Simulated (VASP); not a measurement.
# MoS2 (R3m) in VASP: notebook, part 2 of 2

VASP 6.6.1. Earlier steps stand in the parts before.

## 3. Single point, PBEsol

This run uses another cell than the first one, of 17.73 Å³/atom.

The input, INCAR:

```
SYSTEM = MoS2
PREC     = Accurate       ! precision mode
ENCUT    = 520            ! plane-wave cutoff, eV
EDIFF    = 1E-6           ! SCF threshold, eV
ISMEAR   = 1              ! smearing method
SIGMA    = 0.15           ! smearing width, eV
LREAL    = .FALSE.        ! projectors in reciprocal space
LASPH    = .TRUE.         ! aspherical terms in the spheres
NELM     = 60             ! most SCF steps
ALGO     = Normal         ! electronic algorithm
ISIF     = 2              ! what is computed and relaxed
LWAVE    = .FALSE.        ! write WAVECAR
LCHARG   = .FALSE.        ! write CHGCAR
GGA      = PS             ! functional
NBANDS   = 20             ! bands
```

The input, KPOINTS:

```
Automatic mesh
0
G
  11 11 11
  0 0 0
```

The input, POSCAR:

```
MoS2
1.0
    1.5800000000      0.9122100000      6.1500000000
   -1.5800000000      0.9122100000      6.1500000000
    0.0000000000     -1.8244300000      6.1500000000
Mo S
1 2
Direct
    0.0000000000      0.0000000000      0.0000000000
    0.2500000000      0.2500000000      0.2500000000
    0.4170000000      0.4170000000      0.4170000000
```

Potentials or basis: VASP PAW PBE potentials, release 64 (Mo_sv, S).

Started as:

```
> cat potpaw_PBE.64/Mo_sv/POTCAR potpaw_PBE.64/S/POTCAR > POTCAR
> mpirun -np 1 vasp_std > vasp.out
```

OUTCAR:

```text
SYSTEM = MoS2
   PREC = Accurate
   ENCUT = 520
   EDIFF = 1E-6
   ISMEAR = 1
   LREAL = .FALSE.
   LASPH = .TRUE.
   NELM = 60
   ISIF = 2
   GGA = PS

 ion  position               nearest neighbor table
   1  0.000  0.000  0.000-   2 2.39   2 2.39   2 2.39   3 2.39   3 2.39   3 2.39
   2  0.250  0.250  0.250-   1 2.39   1 2.39   1 2.39
   3  0.417  0.417  0.417-   1 2.39   1 2.39   1 2.39

  LATTYP: Found a trigonal (rhomboedric) cell.
 ALAT       =     6.4149066310
 COS(alpha) =     0.8786713151

  Lattice vectors:

 A1 = (   1.5800000000,   0.9122100000,   6.1500000000)
 A2 = (  -1.5800000000,   0.9122100000,   6.1500000000)
 A3 = (   0.0000000000,  -1.8244300000,   6.1500000000)

Analysis of symmetry for initial positions (statically):
=====================================================================
 Subroutine PRICEL returns:
 Original cell was already a primitive cell.

 Routine SETGRP: Setting up the symmetry group for a
 trigonal (rhombohedral) supercell.

 Subroutine GETGRP returns: Found  6 space group operations
 (whereof  6 operations were pure point group operations)
 out of a pool of 12 trial point group operations.

The static configuration has the point symmetry C_3v.

Analysis of symmetry for dynamics (positions and initial velocities):
=====================================================================
 Subroutine PRICEL returns:
 Original cell was already a primitive cell.

 Routine SETGRP: Setting up the symmetry group for a
 trigonal (rhombohedral) supercell.

 Subroutine GETGRP returns: Found  6 space group operations
 (whereof  6 operations were pure point group operations)
 out of a pool of 12 trial point group operations.

The dynamic configuration has the point symmetry C_3v.

[... 113 lines left out ...]
   EMIN   =  10.00;   EMAX   =-10.00  energy-range for DOS
   EFERMI =   0.00;   METHOD = LEGACY
   ISMEAR =     1;   SIGMA  =   0.15  broadening in eV -4-tet -1-fermi 0-gaus
   EFERMI_NEDOS =   21; number of points for ismear=-14 and -15
   IALGO  =     38    algorithm
   IMIX   =      4    mixing-type and parameters
     AMIX     =   0.40;   BMIX     =  1.00
     AMIX_MAG =   1.60;   BMIX_MAG =  1.00
  volume/ion in A,a.u.               =      17.73       119.63
  Fermi-wavevector in a.u.,A,eV,Ry     =   1.289652  2.437090 22.629253  1.663203
  Thomas-Fermi vector in A             =   2.421532
   LORBIT       =      0    0 simple, 1 ext, 2 COOP (PROOUT), +10 PAW based schemes
   GGA     = PS    functional components
   LHFCALC =     F    Hartree Fock is set to
   AEXX    =    0.0000 exact exchange contribution
   IVDW    =     0    specifies the selected vdW correction
   LEPSILON=     F    determine dielectric tensor
   LRPA    =     F    only Hartree local field effects (RPA)
 non-spin polarized calculation
 Methfessel and Paxton  Order N= 1 SIGMA  =   0.15
  energy-cutoff  :      520.00
  volume of cell :       53.18
 maximum number of plane-waves:      1447
   NGX = 23   NGY = 23   NGZ = 23

 number of electron      25.9999998 magnetization

 Free energy of the ion-electron system (eV)
  ---------------------------------------------------
  ext. energy  EPLUGINS =         0.00000000
  ---------------------------------------------------
  free energy    TOTEN  =       -23.44419211 eV

  energy without entropy =      -23.44424566  energy(sigma->0) =      -23.44420996

 E-fermi :   7.6681     XC(G=0): -11.0041

 val. band max:        7.5725298437   @ k =   0.4545   0.4545   0.4545
 cond. band min:       8.4729727748   @ k =  -0.1818   0.1818   0.0000
 fundamental gap:      0.9004429311
 Fermi energy:         7.6681407238

 k-point     1 :       0.0000    0.0000    0.0000
  band No.  band energies     occupation
      1     -53.8941      2.00000
      2     -28.0981      2.00000
      3     -27.8601      2.00000
      4     -27.8601      2.00000
      5      -7.5419      2.00000
      6      -5.7964      2.00000
[... 541 lines left out ...]
     19      15.7492      0.00000
     20      16.6069      0.00000

 [... further k-points ...]

------------------------ aborting loop because EDIFF is reached ----------------------------------------

  FORCE on cell =-STRESS in cart. coord.  units (eV):
  Direction    XX          YY          ZZ          XY          YZ          ZX
  --------------------------------------------------------------------------------------
  -------------------------------------------------------------------------------------
  Total       -0.2169644     -0.2169644      0.7625022      0.0000000     -0.0000004      0.0000000
  in kB       -6.5361084     -6.5361071     22.9705735      0.0000000     -0.0000125      0.0000000
  external PRESSURE =       3.2994527 kB  Pullay stress =       0.0000000 kB

 VOLUME and BASIS-vectors are now :
 -----------------------------------------------------------------------------
  energy-cutoff  :      520.00
  volume of cell :       53.18
      direct lattice vectors                 reciprocal lattice vectors
     1.580000000  0.912210000  6.150000000     0.316455696  0.182705800  0.054200641
    -1.580000000  0.912210000  6.150000000    -0.316455696  0.182705800  0.054200641
     0.000000000 -1.824430000  6.150000000     0.000000000 -0.365411600  0.054200344

 POSITION                                       TOTAL-FORCE (eV/Angst)
 -----------------------------------------------------------------------------------
      0.00000      0.00000      0.00000         0.000000     -0.000000      0.086086
      0.00000     -0.00000      4.61250         0.000000      0.000000     -0.260112
      0.00000     -0.00000      7.69365         0.000000     -0.000000      0.174025
 -----------------------------------------------------------------------------------
    total drift:                                0.000000     -0.000003      0.000067

  FREE ENERGIE OF THE ION-ELECTRON SYSTEM (eV)
  ---------------------------------------------------
  free  energy   TOTEN  =       -23.4441921133 eV

  energy  without entropy=      -23.4442456573  energy(sigma->0) =      -23.44420996
```

stdout:

```text
POSCAR found type information on POSCAR MoS
 POSCAR found :  2 types and       3 ions
 scaLAPACK will be used
 -----------------------------------------------------------------------------
|                                                                             |
|                                                                             |
|     You enforced a specific xc type in the INCAR file but a different       |
|     I HOPE YOU KNOW WHAT YOU ARE DOING!                                     |
|                                                                             |
 -----------------------------------------------------------------------------

 LDA part: xc-table for (Slater+PW92), standard interpolation
 POSCAR, INCAR and KPOINTS ok, starting setup
 FFT: planning ... GRIDC
 FFT: planning ... GRID_SOFT
 FFT: planning ... GRID
 WAVECAR not read
 entering main loop
```

Run time: 3.4 min. Hardware: 1 thread of Intel Xeon 6975P-C (Granite Rapids), shared host; peak memory 0.4 GiB.

Results:

- Free energy: -23.4442 eV
- Pressure: 0.3 GPa
- Largest force: 0.260 eV/Å
- Band gap on the k mesh: 0.90 eV (least direct gap 1.90 eV)

Forces on the atoms (eV/Å):
```
Mo   0.000  0.000  0.086
S    0.000  0.000 -0.260
S    0.000  0.000  0.174
```

Caveat: the PAW data sets were made with another functional, which shifts forces and pressure a little; an odd mesh through Γ misses points on the zone boundary, where band edges can lie. As with any semilocal functional, this PBEsol gap is likely too small.
